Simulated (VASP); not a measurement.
# MgO: single point with PBEsol

The system is MgO.

```
CELL_PARAMETERS angstrom
0.00000 4.56401 4.56401
4.56401 0.00000 4.56401
4.56401 4.56401 0.00000
ATOMIC_POSITIONS crystal
Mg 0.00342 0.00938 0.98732
Mg 0.00392 0.99614 0.49186
Mg 0.00328 0.50150 0.00308
Mg 0.98342 0.50415 0.52250
Mg 0.49631 0.00525 0.98077
Mg 0.51325 0.98293 0.49383
Mg 0.50849 0.48213 0.01099
Mg 0.51372 0.48059 0.50511
O 0.11333 0.12996 0.12150
O 0.13804 0.13234 0.61015
O 0.11318 0.63100 0.14793
O 0.13407 0.61018 0.63599
O 0.62336 0.11209 0.12317
O 0.62604 0.11903 0.61819
O 0.62706 0.63520 0.13377
O 0.62493 0.61603 0.63894
```

* Program: VASP 6.6.1
* Task: single point
* Functional: PBEsol
* Potentials or basis: VASP PAW PBE potentials, release 64 (Mg, O)
* Cutoff: 520 eV
* k mesh: 4 × 4 × 4
* Occupations: fermi-dirac, width 0.069 eV
* Spin: no spin polarisation

```
Pressure               : 0.9 GPa
Largest force          : 1.536 eV/Å
Band gap on the k mesh : 3.20 eV
```

Forces on the atoms (eV/Å):
```
Mg  -0.467  0.060 -0.763
Mg   0.063  0.646  0.159
Mg   0.750  0.293  0.107
Mg  -1.215  0.388  0.855
Mg   0.605  0.756 -0.604
Mg   0.360 -0.596 -0.093
Mg   1.233 -0.301 -0.154
Mg   0.706 -0.785  0.400
O   -0.050  0.349  0.477
O   -0.094 -0.061 -0.858
O   -0.812 -0.121  0.432
O    0.349 -0.329  0.521
O   -0.059 -0.124  0.576
O   -0.624  0.318  0.189
O   -0.870 -0.326 -0.584
O    0.127 -0.167 -0.660
```

Stress tensor (GPa, compression positive):
```
 0.62  0.03 -0.18
 0.03  1.00 -1.48
-0.18 -1.48  1.14
```

Levels at points of the mesh, in eV from the valence-band top:
| k point | band 29 | band 30 | band 31 | band 32 | band 33 | band 34 | band 35 | band 36 |
| --- | --- | --- | --- | --- | --- | --- | --- | --- |
| (0.00, 0.00, 0.00) | -0.29 | -0.15 | -0.08 | 0.00 | 3.20 | 5.69 | 5.79 | 5.99 |
| (0.50, 0.00, 0.00) | -0.51 | -0.32 | -0.18 | -0.13 | 5.49 | 5.65 | 7.06 | 7.14 |
| (0.00, 0.50, 0.00) | -0.40 | -0.37 | -0.23 | -0.05 | 5.48 | 5.60 | 6.98 | 7.16 |
| (0.00, 0.00, 0.50) | -0.47 | -0.34 | -0.16 | -0.04 | 5.43 | 5.66 | 6.95 | 7.13 |
| (0.50, 0.50, 0.50) | -0.44 | -0.35 | -0.21 | -0.14 | 5.54 | 5.60 | 7.04 | 7.15 |
| (0.50, 0.50, 0.00) | -0.46 | -0.43 | -0.28 | -0.22 | 5.80 | 5.84 | 7.11 | 7.25 |
| (0.00, 0.50, 0.50) | -0.56 | -0.53 | -0.21 | -0.10 | 5.78 | 5.90 | 7.04 | 7.31 |
| (0.50, 0.00, 0.50) | -0.39 | -0.39 | -0.33 | -0.27 | 5.79 | 5.85 | 7.15 | 7.19 |

Run time: 4.1 min on 1 thread of Intel(R) Xeon(R) 6975P-C (Granite Rapids), with other jobs on the host, peak memory 0.41 GiB.

Caveat: the PAW data sets were made with another functional, which shifts forces and pressure a little. A hybrid or GW would open this gap; PBEsol tends to underestimate it.
